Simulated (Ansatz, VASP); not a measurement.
**Two plane-wave programs on ScAl3N4**

Contents of INCAR:

```
ALGO     = Normal         # electronic algorithm
EDIFF    = 1E-6           # SCF threshold, eV
ENCUT    = 520            # plane-wave cutoff, eV
GGA      = PS             # functional
ISIF     = 2              # what is computed and relaxed
ISMEAR   = 0              # smearing method
LASPH    = T              # aspherical terms in the spheres
LCHARG   = F              # write CHGCAR
LREAL    = F              # projectors in reciprocal space
LWAVE    = F              # write WAVECAR
NBANDS   = 30             # bands
NELM     = 80             # most SCF steps
PREC     = Accurate       # precision mode
SIGMA    = 0.01           # smearing width, eV
```

Contents of KPOINTS:

```
k-points
0
Gamma
  8 6 8
```

File POSCAR:

```
ScAl3N4
1.0
   -3.2086112703      0.0000000000      0.0000000000
    0.0000000000      5.6037654075     -0.0022277261
    1.6043056351     -2.7998636570     -5.0387091941
Sc Al N
1 3 4
Direct
    0.0200716759      0.3522320809      0.0401433518
    0.5176838169      0.8522616891      0.0353676339
    0.7692227917      0.4344787803      0.5384455833
    0.2661596935      0.9345115139      0.5323193870
    0.7878742791      0.1201018229      0.5757485582
    0.2899106997      0.6247089380      0.5798213994
    0.5446491012      0.2029793607      0.0892982024
    0.0404279420      0.7147258141      0.0808558840
```

Input for Ansatz:

```yaml
crystal:
  lattice:
    - [-3.2086112703, 0.0, 0.0]
    - [0.0, 5.6037654075, -0.0022277261]
    - [1.6043056351, -2.799863657, -5.0387091941]
  atoms:
    - { symbol: Sc, position: [0.0200716759, 0.3522320809, 0.0401433518] }
    - { symbol: Al, position: [0.5176838169, 0.8522616891, 0.0353676339] }
    - { symbol: Al, position: [0.7692227917, 0.4344787803, 0.5384455833] }
    - { symbol: Al, position: [0.2661596935, 0.9345115139, 0.532319387] }
    - { symbol: "N", position: [0.7878742791, 0.1201018229, 0.5757485582] }
    - { symbol: "N", position: [0.2899106997, 0.624708938, 0.5798213994] }
    - { symbol: "N", position: [0.5446491012, 0.2029793607, 0.0892982024] }
    - { symbol: "N", position: [0.040427942, 0.7147258141, 0.080855884] }
basis:
  ecutwfc: 420
  xc_grid: 2
kpoints:
  mp_grid: { grid: [8, 6, 8] }
hamiltonian:
  xc: pbesol
  pseudopotentials: { kind: paw, azcp: { folder: soft_1 } }
scf:
  occupations: { method: fixed }
output:
  forces: true
  stress: true
  eigenvalues: true
  polarization: {}
```

Change from the starting cell: polar distortion scaled by 0.40.

Alike in both runs: task single point; functional PBEsol; k mesh 8 × 6 × 8; no spin polarisation.

```csv
,VASP,Ansatz
version,VASP 6.6.1,Ansatz 0.2.0
potentials or method,"VASP PAW PBE potentials, release 64 (Sc_sv, Al, N), cutoff 520 eV","scalar-relativistic, plane waves, PAW"
occupations,"gaussian, width 0.01 eV",fixed
valence electrons in the cell,40,40
```

```tsv
	VASP	Ansatz	Ansatz less VASP
gap on the k mesh at the Fermi level (eV)	2.52	2.51	-0.011
least direct gap on the mesh (eV)	2.52	2.51	-0.011
pressure (GPa)	4.9	4.5	-0.36
traceless stress, the component that is largest in VASP (GPa)	-18.66	-18.31	+0.351
rms of the force components (eV/Å)	0.927	0.902	-0.0258
```

VASP's potentials were made for PBE, not for PBEsol, and Ansatz warns of the same on its side. Atom by atom the forces differ by 0.030 eV/Å (rms over components).
